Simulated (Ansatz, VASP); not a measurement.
Bi2Se3 in VASP and in Ansatz

```
Bi Se
1.0
     2.09876    1.21172    9.67094
    -2.09876    1.21172    9.67094
     0.00000   -2.42344    9.67094
Bi Se
2 3
Direct
  0.59920 0.59920 0.59920
  0.40080 0.40080 0.40080
  0.78830 0.78830 0.78830
  0.21170 0.21170 0.21170
  0.00000 0.00000 0.00000
```

Alike in both runs: task single point; functional PBE; k mesh 8 × 8 × 8; occupations fermi-dirac, width 0.05 eV; no spin polarisation.

|  | VASP | Ansatz |
| --- | --- | --- |
| version | VASP 6.6.1 | Ansatz 0.2.0 |
| potentials or method | VASP PAW PBE potentials, release 64 (Bi_d, Se) | Ansatz PAW large core |
| plane-wave cutoff (eV) | 520 | 420 |
| valence electrons in the cell | 48 | 48 |

```csv
,VASP,Ansatz,Ansatz less VASP
gap on the k mesh at the Fermi level (eV),0.24,0.25,+0.004
least direct gap on the mesh (eV),0.24,0.25,+0.004
pressure (GPa),0.1,0.1,-0.01
"traceless stress, the component that is largest in VASP (GPa)",0.05,0.05,+0.001
rms of the force components (eV/Å),0.049,0.051,+0.0022
```

Atom by atom the forces differ by 0.004 eV/Å (rms over components).

Neither program's run includes spin-orbit coupling.
